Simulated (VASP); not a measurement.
Se: electric field gradients with PBEsol

Se:

```
Se
1.0
     2.85665    0.00000    0.00000
     0.00000    2.85665    0.00000
     0.00000    0.00000    2.85665
Se
1
Cartesian
  0.0000 0.0000 0.0000
```

This cell differs from its parent crystal: volume scaled by 1.05.

* Program: VASP 6.6.1
* Task: electric field gradients
* Functional: PBEsol
* Potentials or basis: VASP PAW PBE potentials, release 64 (Se)
* Cutoff: 520 eV
* k mesh: 12 × 12 × 12
* Occupations: fermi-dirac, width 0.03 eV
* Spin: no spin polarisation
* Dipole correction: no
* Further INCAR settings: ALGO = Normal; EDIFF = 1e-08; NBANDS = 9

```yaml
Pressure: -5.1 GPa
Band_gap_on_the_k_mesh: zero (band 3 reaches 6.90 eV, above the bottom of band 4 at 1.02 eV)
```

Levels at points of the mesh, in eV from the Fermi level:
| k point | band 1 | band 2 | band 3 | band 4 | band 5 | band 6 |
| --- | --- | --- | --- | --- | --- | --- |
| (0.00, 0.00, 0.00) | -15.78 | 1.34 | 1.34 | 1.34 | 7.48 | 7.78 |
| (0.50, 0.00, 0.00) | -13.82 | -6.71 | 2.68 | 2.68 | 9.92 | 11.20 |
| (0.50, 0.50, 0.00) | -11.88 | -4.84 | -4.84 | 2.99 | 3.90 | 13.16 |
| (0.50, 0.50, 0.50) | -9.93 | -3.20 | -3.20 | -3.20 | 5.87 | 5.87 |

Run time: 7 s on 1 thread of Intel Xeon 6975P-C, on a shared host, peak memory 0.15 GiB.

Caveat: without QUAD_EFG the Cq values of the log hold for a quadrupole moment of 1 mb, not for the nuclei; the PAW data sets were made with another functional, which shifts forces and pressure a little.
